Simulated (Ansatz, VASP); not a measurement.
## InP: VASP beside Ansatz

```
CELL_PARAMETERS angstrom
0.00000 2.86517 3.04736
2.86517 0.00000 3.04736
2.86517 2.86517 0.00000
ATOMIC_POSITIONS crystal
In 0.00000 0.00000 0.00000
P 0.25000 0.25000 0.25000
```

Change from the starting cell: epitaxial_xy strain -3.0%.

Alike in both runs: task single point; functional r2SCAN; k mesh 8 × 8 × 8; no spin polarisation.

```csv
,VASP,Ansatz
version,VASP 6.6.1,Ansatz 0.2.0
potentials or method,"VASP PAW PBE potentials, release 64 (In_d, P)","plane waves, PAW"
plane-wave cutoff (eV),520,500
occupations,"gaussian, width 0.01 eV",fixed
valence electrons in the cell,18,18
```

Ansatz gave:

- gap on the k mesh at the Fermi level (eV): 1.07
- pressure (GPa): 2.0
- traceless stress, the component that is largest in VASP (GPa): -2.04

**Question.** Estimate VASP's values.

**Answer.** gap on the k mesh at the Fermi level (eV): 1.07; pressure (GPa): 1.9; traceless stress, the component that is largest in VASP (GPa): -2.06.

VASP's potentials were made for PBE, not for r2SCAN.
